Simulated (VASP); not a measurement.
Here is a VASP 6.6.1 calculation.

Contents of INCAR:

```
SYSTEM = AlGa
  PREC = Accurate
  ENCUT = 600
  EDIFF = 1E-7
  ISMEAR = 0
  SIGMA = 0.1
  LREAL = .False.
  LASPH = .True.
  NELM = 60
  ALGO = Fast
  ISIF = 3
  LWAVE = .False.
  LCHARG = .False.
  GGA = PE
  IBRION = 2
  NSW = 100
  EDIFFG = -0.01
```

The input KPOINTS:

```
Automatic mesh
0
Gamma
  18 18 18
  0 0 0
```

Contents of POSCAR:

```
AlGa
1.0
    0.0000000000      2.6865345188      2.6865345188
    2.6865345188      0.0000000000      2.6865345188
    2.6865345188      2.6865345188      0.0000000000
Al Ga
1 1
Direct
    0.5000000000      0.5000000000      0.5000000000
    0.0000000000      0.0000000000      0.0000000000
```

Potentials or basis: VASP PAW PBE potentials, release 64 (Al, Ga_d).

Launch:

```sh
$ cat potpaw_PBE.64/Al/POTCAR potpaw_PBE.64/Ga_d/POTCAR > POTCAR
$ mpirun -np 1 vasp_std > vasp.out
```

(1) Estimate the relaxed volume.

(2) Predict the band gap on the k mesh.

(3) Estimate the relaxed cell.

(4) Predict the space group after relaxing (to 0.05 Å).

## Answers

(1) 19.57 Å³/atom.

(2) zero (band 8 reaches 8.25 eV, above the bottom of band 9 at 2.73 eV).

(3) a = 3.811 Å, b = 3.811 Å, c = 3.811 Å, α = 60.00°, β = 60.00°, γ = 60.00°.

(4) Fm-3m (No. 225).
